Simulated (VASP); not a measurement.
A run of VASP 6.6.1 is set up as follows.

File INCAR:

```
SYSTEM = TaN
ALGO = Normal
EDIFF = 1E-7
ENCUT = 520
GGA = PS
ISIF = 2
ISMEAR = 0
LASPH = .TRUE.
LCHARG = .TRUE.
LELF = .TRUE.
LREAL = .FALSE.
LVHAR = .TRUE.
LWAVE = .FALSE.
NBANDS = 33
NELM = 100
PREC = Accurate
SIGMA = 0.1
```

The input KPOINTS:

```
k-points
0
G
  12 12 12
  0 0 0
```

The input POSCAR:

```
TaN
1.0
    5.1530262651      0.0000000000      0.0000000000
   -2.5765131326      4.4626516520      0.0000000000
    0.0000000000      0.0000000000      2.9539172230
Ta N
3 3
Direct
    0.3333333390      0.6666666609      0.5000000000
    0.6666666609      0.3333333390      0.5000000000
   -0.0000000004     -0.0000000004      0.0000000000
    0.3937963051     -0.0000000028      0.0000000000
    0.6062036982      0.6062036982      0.0000000000
   -0.0000000028      0.3937963051      0.0000000000
```

Potentials or basis: VASP PAW PBE potentials, release 64 (Ta_pv, N).

The run is started by

```console
$ cat potpaw_PBE.64/Ta_pv/POTCAR potpaw_PBE.64/N/POTCAR > POTCAR
$ mpirun -np 1 vasp_std > vasp.out
```

(1) What does it give for the band gap on the k mesh?

(2) Estimate the pressure.

(3) Predict the largest force.

Results:

(1) zero (bands 24 and 25 overlap by 2.93 eV).

(2) -2.6 GPa.

(3) 0.060 eV/Å.

Caveat: the cell differs from its parent crystal (uniaxial strain along c: +2.0 %); the stress differs along the axes, from -11 to 1 GPa; the PAW data sets were made with another functional, which shifts forces and pressure a little; spin-orbit coupling is left out, which moves the levels of the heavy elements.
